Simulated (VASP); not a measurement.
# Si (I4/mmm) in VASP: a series of runs

The runs below take Si through single point, with LDA.

Everything below comes from runs of VASP 6.6.1. Logs are shortened: lines on timing, memory, paths and dates and some standing lists are left out, and cuts for length are marked.

**1. The cell of the first run**

The structure is tetragonal, space group I4/mmm (No. 139). The conventional cell has a = 3.232 Å, b = 3.232 Å, c = 2.623 Å, α = 90.00°, β = 90.00°, γ = 90.00°. Within 3.5 Å of Si (site symmetry 4/mmm) lie 14 Si at 2.62 to 3.23 Å.

**2. Single point, LDA**

Input file INCAR:

```
SYSTEM = Si
ALGO = Normal
EDIFF = 1E-7
ENCUT = 520
ISIF = 2
ISMEAR = 1
LASPH = .True.
LCHARG = .False.
LREAL = .False.
LWAVE = .False.
NBANDS = 8
NELM = 60
PREC = Accurate
SIGMA = 0.15
```

Input file KPOINTS:

```
k-points
0
Gamma
  14 14 14
  0 0 0
```

Input file POSCAR:

```
Si
1.0
   -1.6159908119      1.6159908119      1.3114684578
    1.6159908119     -1.6159908119      1.3114684578
    1.6159908119      1.6159908119     -1.3114684578
Si
1
Direct
    0.0000000000      0.0000000000      0.0000000000
```

Potentials or basis: VASP PAW LDA potentials, release 64 (Si).

The run is started by

```
$ cat potpaw_LDA.64/Si/POTCAR > POTCAR
$ mpirun -np 1 vasp_std > vasp.out
```

OUTCAR:

```text
SYSTEM = Si
   EDIFF = 1E-7
   ENCUT = 520
   ISIF = 2
   ISMEAR = 1
   LASPH = .True.
   LREAL = .False.
   NELM = 60
   PREC = Accurate

 ion  position               nearest neighbor table
   1  0.000  0.000  0.000-

  LATTYP: Found a body centered tetragonal cell.
 ALAT       =     3.2319816238
 C/A-ratio  =     0.8115568778

  Lattice vectors:

 A1 = (  -1.6159908119,   1.6159908119,   1.3114684578)
 A2 = (   1.6159908119,  -1.6159908119,   1.3114684578)
 A3 = (   1.6159908119,   1.6159908119,  -1.3114684578)

Analysis of symmetry for initial positions (statically):
=====================================================================
 Subroutine PRICEL returns:
 Original cell was already a primitive cell.

 Routine SETGRP: Setting up the symmetry group for a
 body centered tetragonal supercell.

 Subroutine GETGRP returns: Found 16 space group operations
 (whereof 16 operations were pure point group operations)
 out of a pool of 16 trial point group operations.

The static configuration has the point symmetry D_4h.

Analysis of symmetry for dynamics (positions and initial velocities):
=====================================================================
 Subroutine PRICEL returns:
 Original cell was already a primitive cell.

 Routine SETGRP: Setting up the symmetry group for a
 body centered tetragonal supercell.

 Subroutine GETGRP returns: Found 16 space group operations
 (whereof 16 operations were pure point group operations)
 out of a pool of 16 trial point group operations.

The dynamic configuration has the point symmetry D_4h.

 Subroutine INISYM returns: Found 16 space group operations
 (whereof 16 operations are pure point group operations),
 and found     1 'primitive' translations

----------------------------------------------------------------------------------------

                                     Primitive cell

  volume of cell :      13.6992

  direct lattice vectors                    reciprocal lattice vectors
    -1.615990812  1.615990812  1.311468458     0.000000000  0.309407700  0.381252021
     1.615990812 -1.615990812  1.311468458     0.309407700  0.000000000  0.381252021
     1.615990812  1.615990812 -1.311468458     0.309407700  0.309407700  0.000000000

  length of vectors
     2.634919757  2.634919757  2.634919757     0.491005324  0.491005324  0.437568565

  position of ions in fractional coordinates (direct lattice)
[... 73 lines left out ...]
   LSORBIT =      F    spin-orbit coupling
   LASPH  =      T    aspherical Exc in radial PAW
   ENCUT  =  520.0 eV  38.22 Ry    6.18 a.u.   4.90  4.90  4.90*2*pi/ulx,y,z
   NELM   =     60;   NELMIN=  2; NELMDL= -5     # of ELM steps
   EDIFF  = 0.1E-06   stopping-criterion for ELM
   LREAL  =      F    real-space projection
   EDIFFG = 0.1E-05   stopping-criterion for IOM
   NSW    =      0    number of steps for IOM
   IBRION =     -1    ionic relax: 0-MD 1-quasi-New 2-CG
   NFREE  =      0    steps in history (QN), initial steepest desc. (CG)
   ISIF   =      2    stress and relaxation
   ISYM   =      2    0-nonsym 1-usesym 2-fastsym
   POTIM  = 0.5000    time-step for ionic-motion
   TEBEG  =    0.0;   TEEND  =   0.0 temperature during run
   PSTRESS=    0.0 pullay stress
   NELECT =       4.0000    total number of electrons
   NUPDOWN=      -1.0000    fix difference up-down
   EMIN   =  10.00;   EMAX   =-10.00  energy-range for DOS
   EFERMI =   0.00;   METHOD = LEGACY
   ISMEAR =     1;   SIGMA  =   0.15  broadening in eV -4-tet -1-fermi 0-gaus
   EFERMI_NEDOS =   21; number of points for ismear=-14 and -15
   IALGO  =     38    algorithm
   IMIX   =      4    mixing-type and parameters
     AMIX     =   0.40;   BMIX     =  1.00
     AMIX_MAG =   1.60;   BMIX_MAG =  1.00
  volume/ion in A,a.u.               =      13.70        92.45
  Fermi-wavevector in a.u.,A,eV,Ry     =   1.086083  2.052399 16.049105  1.179576
  Thomas-Fermi vector in A             =   2.222211
   LORBIT       =      0    0 simple, 1 ext, 2 COOP (PROOUT), +10 PAW based schemes
   GGA     = CA    functional components
   LHFCALC =     F    Hartree Fock is set to
   AEXX    =    0.0000 exact exchange contribution
   IVDW    =     0    specifies the selected vdW correction
   LEPSILON=     F    determine dielectric tensor
   LRPA    =     F    only Hartree local field effects (RPA)
 non-spin polarized calculation
 Methfessel and Paxton  Order N= 1 SIGMA  =   0.15
  energy-cutoff  :      520.00
  volume of cell :       13.70
 maximum number of plane-waves:       385
   NGX =  9   NGY =  9   NGZ =  9

 number of electron       4.0000000 magnetization

 Free energy of the ion-electron system (eV)
  ---------------------------------------------------
  ext. energy  EPLUGINS =         0.00000000
  ---------------------------------------------------
  free energy    TOTEN  =        -5.56046428 eV

  energy without entropy =       -5.56049057  energy(sigma->0) =       -5.56047304

 E-fermi :  10.8836     XC(G=0): -11.4763

 val. band max:       10.8825871664   @ k =  -0.2143   0.4286   0.2143
 cond. band min:      10.8952236334   @ k =   0.2857   0.1429   0.1429
 fundamental gap:      0.0126364669
 Fermi energy:        10.8835952997

 k-point     1 :       0.0000    0.0000    0.0000
  band No.  band energies     occupation
      1      -4.0564      2.00000
      2      20.4484      0.00000
      3      21.0592      0.00000
      4      21.0592      0.00000
      5      23.9001      0.00000
      6      24.8310      0.00000
      7      26.1382      0.00000
      8      26.1382      0.00000
[... 243 lines left out ...]
 k-point    24 :       0.2857    0.1429    0.0000
  band No.  band energies     occupation
      1       1.1645      2.00000
      2       9.6567      2.00000
      3      13.3490     -0.00000
      4      15.8361      0.00000
      5      20.9029      0.00000
      6      23.1527      0.00000
      7      26.0361      0.00000
      8      30.8347      0.00000

 [... further k-points ...]
[... 5 lines left out ...]
  --------------------------------------------------------------------------------------
  -------------------------------------------------------------------------------------
  Total        0.1635436      0.1635436      0.0980019      0.0000000     -0.0000000      0.0000000
  in kB       19.1270699     19.1270699     11.4617151      0.0000000     -0.0000000      0.0000000
  external PRESSURE =      16.5719516 kB  Pullay stress =       0.0000000 kB

 VOLUME and BASIS-vectors are now :
 -----------------------------------------------------------------------------
  energy-cutoff  :      520.00
  volume of cell :       13.70
      direct lattice vectors                 reciprocal lattice vectors
    -1.615990812  1.615990812  1.311468458     0.000000000  0.309407700  0.381252021
     1.615990812 -1.615990812  1.311468458     0.309407700  0.000000000  0.381252021
     1.615990812  1.615990812 -1.311468458     0.309407700  0.309407700  0.000000000

 POSITION                                       TOTAL-FORCE (eV/Angst)
 -----------------------------------------------------------------------------------
      0.00000      0.00000      0.00000         0.000000     -0.000000      0.000000
 -----------------------------------------------------------------------------------
    total drift:                                0.000000      0.000000      0.000000

  FREE ENERGIE OF THE ION-ELECTRON SYSTEM (eV)
  ---------------------------------------------------
  free  energy   TOTEN  =        -5.5604642763 eV

  energy  without entropy=       -5.5604905688  energy(sigma->0) =       -5.56047304
```

OSZICAR:

```text
N       E                     dE             d eps       ncg     rms          rms(c)
DAV:   1    -0.310066833565E+01   -0.31007E+01   -0.18268E+03  4328   0.380E+02
DAV:   2    -0.556954824609E+01   -0.24689E+01   -0.23553E+01  5800   0.305E+01
DAV:   3    -0.558360684093E+01   -0.14059E-01   -0.14049E-01  4424   0.239E+00
DAV:   4    -0.558362009664E+01   -0.13256E-04   -0.13255E-04  6424   0.815E-02
DAV:   5    -0.558362009982E+01   -0.31771E-08   -0.34234E-08  4472   0.626E-04    0.313E+00
DAV:   6    -0.556869438307E+01    0.14926E-01   -0.44670E-03  4600   0.287E-01    0.174E+00
DAV:   7    -0.556051034455E+01    0.81840E-02   -0.83057E-03  4624   0.391E-01    0.126E-01
DAV:   8    -0.556046426251E+01    0.46082E-04   -0.28162E-05  5816   0.417E-02    0.180E-02
DAV:   9    -0.556046427630E+01   -0.13787E-07   -0.11406E-07  4936   0.241E-03
   1 F= -.55604643E+01 E0= -.55604730E+01  d E =0.262925E-04
```

stdout:

```text
POSCAR found type information on POSCAR Si
 POSCAR found :  1 types and       1 ions
 scaLAPACK will be used
 LDA part: xc-table for (Slater(with rela. corr.)+CA(PZ))
 , standard interpolation
 POSCAR, INCAR and KPOINTS ok, starting setup
 FFT: planning ... GRIDC
 FFT: planning ... GRID_SOFT
 FFT: planning ... GRID
 WAVECAR not read
 entering main loop
```

It took 7.2 s on 1 thread of Intel Xeon 6975P-C (Granite Rapids), shared host; peak memory 0.12 GiB.

Results:

| Item | Value |
| --- | --- |
| Free energy | -5.5605 eV |
| Pressure | 1.7 GPa |
| Band gap on the k mesh | zero (band 2 reaches 20.69 eV, above the bottom of band 3 at 7.46 eV) |

Stress tensor (GPa, compression positive):
```
1.91 0.00 0.00
0.00 1.91 0.00
0.00 0.00 1.15
```

Levels at points of the mesh, in eV from the Fermi level:
```tsv
k point	band 1	band 2	band 3	band 4	band 5	band 6	band 7
(0.00, 0.00, 0.00)	-14.94	9.56	10.18	10.18	13.02	13.95	15.25
(0.50, 0.00, 0.00)	-6.59	-6.17	4.80	6.28	6.59	9.37	18.82
(0.50, 0.50, 0.00)	-8.66	-7.56	9.08	11.49	11.79	11.84	17.33
(0.50, 0.50, 0.50)	-2.49	-2.49	-1.49	1.08	4.16	6.59	25.34
```

**3. Single point, LDA**

This run uses another cell than the first one, of 13.98 Å³/atom, 1.020 times its volume.

Input file INCAR:

```
PREC = Accurate
ENCUT = 520
EDIFF = 1E-6
ISMEAR = 1
SIGMA = 0.15
LREAL = F
LASPH = T
NELM = 80
ALGO = Normal
ISIF = 2
LWAVE = F
LCHARG = T
LELF = T
LVHAR = T
NBANDS = 8
```

Input file KPOINTS:

```
Automatic mesh
0
Gamma
  14 14 14
```

Input file POSCAR:

```
Si
1.0
   -1.6269100000      1.6269100000      1.3203300000
    1.6269100000     -1.6269100000      1.3203300000
    1.6269100000      1.6269100000     -1.3203300000
Si
1
Direct
    0.0000000000      0.0000000000      0.0000000000
```

Potentials or basis: VASP PAW LDA potentials, release 64 (Si).

The run is started by

```
$ cat potpaw_LDA.64/Si/POTCAR > POTCAR
$ mpirun -np 1 vasp_std > vasp.out
```

OUTCAR:

```text
PREC = Accurate
   ENCUT = 520
   EDIFF = 1E-6
   ISMEAR = 1
   LREAL = F
   LASPH = T
   NELM = 80
   ISIF = 2

 ion  position               nearest neighbor table
   1  0.000  0.000  0.000-

  LATTYP: Found a body centered tetragonal cell.
 ALAT       =     3.2538200000
 C/A-ratio  =     0.8115568778

  Lattice vectors:

 A1 = (  -1.6269100000,   1.6269100000,   1.3203300000)
 A2 = (   1.6269100000,  -1.6269100000,   1.3203300000)
 A3 = (   1.6269100000,   1.6269100000,  -1.3203300000)
[... 434 lines left out ...]
  band No.  band energies     occupation
      1       1.0088      2.00000
      2       9.3786      2.00000
      3      13.0444     -0.00000
      4      15.4875      0.00000
      5      20.4990      0.00000
      6      22.7173      0.00000
      7      25.6009      0.00000
      8      30.3146      0.00000

 [... further k-points ...]
[... 5 lines left out ...]
  --------------------------------------------------------------------------------------
  -------------------------------------------------------------------------------------
  Total        0.0009055      0.0009055     -0.1113052      0.0000000      0.0000000      0.0000000
  in kB        0.1037892      0.1037892    -12.7572389      0.0000000      0.0000000      0.0000000
  external PRESSURE =      -4.1832202 kB  Pullay stress =       0.0000000 kB

 VOLUME and BASIS-vectors are now :
 -----------------------------------------------------------------------------
  energy-cutoff  :      520.00
  volume of cell :       13.98
      direct lattice vectors                 reciprocal lattice vectors
    -1.626910000  1.626910000  1.320330000     0.000000000  0.307331075  0.378693205
     1.626910000 -1.626910000  1.320330000     0.307331075  0.000000000  0.378693205
     1.626910000  1.626910000 -1.320330000     0.307331075  0.307331075  0.000000000

 POSITION                                       TOTAL-FORCE (eV/Angst)
 -----------------------------------------------------------------------------------
      0.00000      0.00000      0.00000        -0.000000      0.000000      0.000000
 -----------------------------------------------------------------------------------
    total drift:                                0.000000      0.000000     -0.000000

  FREE ENERGIE OF THE ION-ELECTRON SYSTEM (eV)
  ---------------------------------------------------
  free  energy   TOTEN  =        -5.5615393429 eV

  energy  without entropy=       -5.5616835423  energy(sigma->0) =       -5.56158741
```

stdout:

```text
POSCAR found type information on POSCAR Si
 POSCAR found :  1 types and       1 ions
 scaLAPACK will be used
 LDA part: xc-table for (Slater(with rela. corr.)+CA(PZ))
 , standard interpolation
 POSCAR, INCAR and KPOINTS ok, starting setup
 FFT: planning ... GRIDC
 FFT: planning ... GRID_SOFT
 FFT: planning ... GRID
 WAVECAR not read
 entering main loop
```

Wall time 7.1 s (1 thread of Intel Xeon 6975P-C (Granite Rapids), shared host); peak memory 0.13 GiB.

Results:

* Free energy: -5.5615 eV
* Pressure: -0.4 GPa
* Band gap on the k mesh: zero (band 2 reaches 20.21 eV, above the bottom of band 3 at 7.20 eV)

Stress tensor (GPa, compression positive):
```
 0.01  0.00  0.00
 0.00  0.01  0.00
 0.00  0.00 -1.28
```

Levels at points of the mesh, in eV from the Fermi level:
| k point | band 1 | band 2 | band 3 | band 4 | band 5 |
| --- | --- | --- | --- | --- | --- |
| (0.00, 0.00, 0.00) | -14.75 | 9.52 | 9.97 | 9.97 | 12.92 |
| (0.50, 0.00, 0.00) | -6.47 | -6.13 | 4.70 | 6.29 | 6.48 |
| (0.50, 0.50, 0.00) | -8.59 | -7.42 | 8.88 | 11.42 | 11.55 |
| (0.50, 0.50, 0.50) | -2.45 | -2.45 | -1.56 | 1.16 | 4.08 |
